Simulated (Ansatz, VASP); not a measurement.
# Two plane-wave programs on Hf

```xyz
2
Lattice="3.1988 0.0000 0.0000 -1.5994 2.7702 0.0000 0.0000 0.0000 5.0529" Properties=species:S:1:pos:R:3 pbc="T T T"
Hf    0.0000    1.8468    1.2632
Hf    1.5994    0.9234    3.7897
```

Alike in both runs: functional r2SCAN; k mesh 13 × 13 × 7; occupations fermi-dirac, width 0.15 eV; no spin polarisation.

Ansatz relaxed the structure, and its values are those at the end. VASP's run is a single point on that final structure, the one shown.

|  | VASP | Ansatz |
| --- | --- | --- |
| version | VASP 6.6.1 | Ansatz 0.2.0 |
| potentials or method | VASP PAW PBE potentials, release 64 (Hf_pv) | plane waves, PAW |
| plane-wave cutoff (eV) | 550 | 500 |
| valence electrons in the cell | 20 | 52 |

|  | VASP | Ansatz | Ansatz less VASP |
| --- | --- | --- | --- |
| pressure (GPa) | -0.6 | 0.0 | +0.58 |

VASP's potentials were made for PBE, not for r2SCAN. VASP's potentials hold 20 valence electrons a cell and Ansatz's 52, so a difference there can come from the potentials and not from the codes.

Spin-orbit coupling is off throughout.
